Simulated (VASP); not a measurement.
GaP, 2 atoms in the cell. The structure is tetragonal, space group I-4m2 (No. 119). The conventional cell has a = 3.884 Å, b = 3.884 Å, c = 5.390 Å, α = 90.00°, β = 90.00°, γ = 90.00°. Within 3.1 Å of Ga (site symmetry -4m2) lie 4 P at 2.36 Å. Within 3.1 Å of P (site symmetry -4m2) lie 4 Ga at 2.36 Å.  This cell differs from its parent crystal: film at in-plane strain +0.01.

```yaml
Program: VASP 6.6.1
Task: single point
Functional: PBEsol
Potentials_or_basis: VASP PAW PBE potentials, release 64 (Ga_d, P)
Cutoff: 520 eV
k_mesh: 8 × 8 × 8
Occupations: gaussian, width 0.01 eV
Spin: non-collinear spin, zero start, spin-orbit coupling
Starting_moments: "[[0.0, 0.0, 0.0], [0.0, 0.0, 0.0]] μB"
Dipole_correction: no
Further_INCAR_settings: ALGO = Normal; EDIFF = 1e-06; NBANDS = 30
```

Potentials or basis: VASP PAW PBE potentials, release 64 (Ga_d, P).

Run with:

```sh
$ cat potpaw_PBE.64/Ga_d/POTCAR potpaw_PBE.64/P/POTCAR > POTCAR
$ mpirun -np 1 vasp_ncl > vasp.out
```

Hardware: 1 thread of Intel Xeon 8259CL, with other jobs on the host.

Question: Estimate the wall time of this run.

Answer: It took 7.8 min on 1 thread of Intel Xeon 8259CL, on a shared host, peak memory 0.37 GiB. Counts: scf iterations 13, k points 87.
